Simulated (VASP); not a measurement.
**Y4I: single point with PBE**

The system is Y4I.

```
Y I
1.0
     5.82950    0.00000    0.00000
     0.00000    5.82950    0.00000
     0.00000    0.00000    5.82950
Y I
4 1
Direct
  0.28814 0.28814 0.28814
  0.71186 0.71186 0.28814
  0.28814 0.71186 0.71186
  0.71186 0.28814 0.71186
  0.00000 0.00000 0.00000
```

The cell was built from a structure type or drawn by symmetry, and may not be a known phase.

```json
{"Program": "VASP 6.6.1", "Task": "single point", "Functional": "PBE", "Potentials or basis": "VASP PAW PBE potentials, release 64 (Y_sv, I)", "Cutoff": "520 eV", "k mesh": "6 × 6 × 6", "Occupations": "gaussian, width 0.1 eV", "Spin": "no spin polarisation"}
```

```yaml
Pressure: -0.1 GPa
Largest_force: 0.015 eV/Å
Band_gap_on_the_k_mesh: zero (an odd number of electrons rules out a gap without spin polarisation)
```

Forces on the atoms (eV/Å):
```
Y    0.009  0.009  0.009
Y   -0.009 -0.009  0.009
Y    0.009 -0.009 -0.009
Y   -0.009  0.009 -0.009
I    0.000  0.000  0.000
```

Levels at points of the mesh, in eV from the Fermi level:
```tsv
k point	band 23	band 24	band 25	band 26	band 27	band 28
(0.00, 0.00, 0.00)	-0.53	-0.53	-0.49	-0.49	-0.49	0.24
(0.50, 0.00, 0.00)	-0.60	-0.47	-0.47	-0.19	-0.02	0.14
(0.50, 0.50, 0.00)	-1.06	-0.82	-0.11	0.14	0.36	0.36
(0.50, 0.50, 0.50)	-1.31	-1.24	0.45	0.45	0.45	0.85
```

It took 70 s on 1 thread of AMD EPYC 9R45 96-Core Processor (Zen 5), with other jobs on the host, peak memory 0.36 GiB.

Caveat: spin-orbit coupling is left out, which moves the levels of the heavy elements; an odd number of electrons without spin polarisation forces a metal; a magnetic or distorted state may lie lower.
